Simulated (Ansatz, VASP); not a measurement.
**One calculation of Ti3Al, two programs**

File INCAR:

```
SYSTEM = Ti3Al
  PREC = Accurate
  ENCUT = 600
  EDIFF = 1E-6
  ISMEAR = 0
  SIGMA = 0.1
  LREAL = .FALSE.
  LASPH = .TRUE.
  NELM = 100
  ALGO = Fast
  ISIF = 3
  LWAVE = .FALSE.
  LCHARG = .FALSE.
  GGA = PE
  IBRION = 2
  NSW = 100
  EDIFFG = -0.005
```

The input KPOINTS:

```
Automatic mesh
0
G
  18 18 6
  0 0 0
```

Contents of POSCAR:

```
Ti3Al
1.0
    2.9275422229      0.0000000000      0.0000000000
   -1.4637711114      2.5353259357      0.0000000000
    0.0000000000      0.0000000000      9.2263620000
Ti Al
3 1
Direct
    0.6666666700      0.3333333300      0.0000000000
    0.3333333300      0.6666666700      0.7505940000
    0.3333333300      0.6666666700      0.2494060000
    0.6666666700      0.3333333300      0.5000000000
```

Input for Ansatz:

```yaml
crystal:
  lattice:
    - [2.9275422229, 0.0, 0.0]
    - [-1.4637711114, 2.5353259357, 0.0]
    - [0.0, 0.0, 9.226362]
  atoms:
    - { symbol: Ti, position: [0.66666667, 0.33333333, 0.0] }
    - { symbol: Ti, position: [0.33333333, 0.66666667, 0.750594] }
    - { symbol: Ti, position: [0.33333333, 0.66666667, 0.249406] }
    - { symbol: Al, position: [0.66666667, 0.33333333, 0.5] }
basis:
  ecutwfc: 520.0
kpoints:
  mp_grid: { grid: [18, 18, 6] }
hamiltonian:
  xc: pbe
  pseudopotentials: { kind: paw, azcp: { folder: soft_1 } }
scf:
  occupations: { method: gaussian, width: 0.1 }
output:
  forces: true
  stress: true
  eigenvalues: true
  write_density: true
  write_potential: true
  elf: true
  volumetric_format: npy
relax:
  adjacent_minimum: "off"
  f_tol: 0.005
  max_steps: 80
  cell: { stress_tol: 0.05 }
```

Alike in both runs: task relaxation of cell and atoms; functional PBE; k mesh 18 × 18 × 6; occupations gaussian, width 0.1 eV; no spin polarisation.

|  | VASP | Ansatz |
| --- | --- | --- |
| version | VASP 6.6.1 | Ansatz 0.2.0 |
| potentials or method | VASP PAW PBE potentials, release 64 (Ti_sv, Al), cutoff 600 eV | scalar-relativistic, plane waves, PAW |
| valence electrons in the cell | 39 | 39 |

|  | VASP | Ansatz | Ansatz less VASP |
| --- | --- | --- | --- |
| gap on the k mesh at the Fermi level, each at its own relaxed structure (eV) | none | none | - |
| relaxed volume (Å³/atom) | 17.14 | 17.16 | +0.015 |
| relaxed cell length with the largest relative difference (Å) | 2.929 | 2.930 | +0.0011 |

A gap of «none» marks a metal or a gap that the smearing closes.
